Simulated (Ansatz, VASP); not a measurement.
**One calculation of Ge, two programs**

```xyz
2
Lattice="0.0566 2.8571 2.8571 2.8571 0.0566 2.8571 2.8571 2.8571 0.0566" Properties=species:S:1:pos:R:3 pbc="T T T"
Ge    2.8853    2.8853    2.8853
Ge    4.3280    4.3280    4.3280
```

Change from the starting cell: equal xy, yz and zx shear strains of +2 %.

Alike in both runs: task single point; functional PBE; k mesh 10 × 10 × 10; occupations fermi-dirac, width 0.05 eV; no spin polarisation.

|  | VASP | Ansatz |
| --- | --- | --- |
| version | VASP 6.6.1 | Ansatz 0.2.0 |
| potentials or method | VASP PAW PBE potentials, release 64 (Ge_d), cutoff 520 eV | all-electron LAPW, scalar-relativistic |

```tsv
	VASP	Ansatz	Ansatz less VASP
pressure (GPa)	3.7	3.8	+0.05
traceless stress, the component that is largest in VASP (GPa)	-1.65	-1.65	-0.001
rms of the force components (eV/Å)	0.166	0.166	+0.0007
```

Atom by atom the forces differ by 0.001 eV/Å (rms over components). Ansatz ran all-electron here, and VASP with PAW potentials.
